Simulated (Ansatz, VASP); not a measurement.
**Two plane-wave programs on Sn2TeAs2**

```
Sn Te As
1.0
    -2.61468    2.61468    4.85573
     2.61468   -2.61468    4.85573
     2.61468    2.61468   -4.85573
Sn Te As
2 1 2
Direct
  0.35023 0.35023 0.00000
  0.64977 0.64977 0.00000
  0.00000 0.00000 0.00000
  0.75000 0.25000 0.50000
  0.25000 0.75000 0.50000
```

Change from the starting cell: species swapped into the TbSi2Pd2 type (I4/mmm, No. 139).

Alike in both runs: functional PBE; k mesh 6 × 6 × 6; occupations gaussian, width 0.1 eV; no spin polarisation.

Ansatz relaxed the structure, and its values are those at the end. VASP's run is a single point on that final structure, the one shown.

|  | VASP | Ansatz |
| --- | --- | --- |
| version | VASP 6.6.1 | Ansatz 0.2.0 |
| potentials or method | VASP PAW PBE potentials, release 64 (Sn_d, Te, As), cutoff 520 eV | scalar-relativistic, plane waves, PAW |
| valence electrons in the cell | 44 | 74 |

Ansatz gave:

```
gap on the k mesh at the Fermi level (eV) : none
pressure (GPa)                            : 0.0
rms of the force components (eV/Å)        : 0.002
```

**Question.** Which values does VASP return?

**Answer.** gap on the k mesh at the Fermi level (eV): none; pressure (GPa): 0.0; rms of the force components (eV/Å): 0.005.

A gap of «none» marks a metal or a gap that the smearing closes. VASP's potentials hold 44 valence electrons a cell and Ansatz's 74, so a difference there can come from the potentials and not from the codes.

Neither program's run includes spin-orbit coupling.
